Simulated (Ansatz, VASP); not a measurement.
# One calculation of Ba, two programs

The input INCAR:

```
SYSTEM = Ba
PREC     = Accurate       ! precision mode
ENCUT    = 520            ! plane-wave cutoff, eV
EDIFF    = 1E-7           ! SCF threshold, eV
ISMEAR   = 0              ! smearing method
SIGMA    = 0.15           ! smearing width, eV
LREAL    = .False.        ! projectors in reciprocal space
LASPH    = .True.         ! aspherical terms in the spheres
NELM     = 100            ! most SCF steps
ALGO     = Fast           ! electronic algorithm
ISIF     = 2              ! what is computed and relaxed
LWAVE    = .False.        ! write WAVECAR
LCHARG   = .False.        ! write CHGCAR
GGA      = PE             ! functional
NBANDS   = 11             ! bands
```

Contents of KPOINTS:

```
Automatic mesh
0
Gamma
  14 14 14
  0 0 0
```

The input POSCAR:

```
Ba
1.0
   -2.7187500000      2.2812500000      2.5000000000
    2.7187500000     -2.2812500000      2.5000000000
    2.7187500000      2.2812500000     -2.5000000000
Ba
1
Direct
    0.0000000000      0.0000000000      0.0000000000
```

Input for Ansatz:

```yaml
crystal:
  lattice:
    - [-2.71875, 2.28125, 2.5]
    - [2.71875, -2.28125, 2.5]
    - [2.71875, 2.28125, -2.5]
  atoms:
    - { symbol: Ba, position: [0.0, 0.0, 0.0] }
basis:
  ecutwfc: 420
kpoints:
  mp_grid: { grid: [14, 14, 14] }
hamiltonian:
  xc: pbe
scf:
  occupations: { method: gaussian, width: 0.15 }
output:
  forces: true
  stress: true
  eigenvalues: true
```

Change from the starting cell: strain +0.0875 x Voigt [1, -1, 0, 0, 0, 0], atoms carried along.

Alike in both runs: task single point; functional PBE; k mesh 14 × 14 × 14; occupations gaussian, width 0.15 eV; no spin polarisation.

|  | VASP | Ansatz |
| --- | --- | --- |
| version | VASP 6.6.1 | Ansatz 0.2.0 |
| potentials or method | VASP PAW PBE potentials, release 64 (Ba_sv), cutoff 520 eV | scalar-relativistic, plane waves, PAW |
| valence electrons in the cell | 10 | 10 |

```tsv
	VASP	Ansatz	Ansatz less VASP
gap on the k mesh at the Fermi level (eV)	none	none	-
pressure (GPa)	0.3	0.2	-0.06
traceless stress, the component that is largest in VASP (GPa)	0.56	0.55	-0.006
```

A gap of «none» marks a metal or a gap that the smearing closes. The functional is the same, so the differences come from potentials, cutoffs and numerics.

Neither program's run includes spin-orbit coupling.
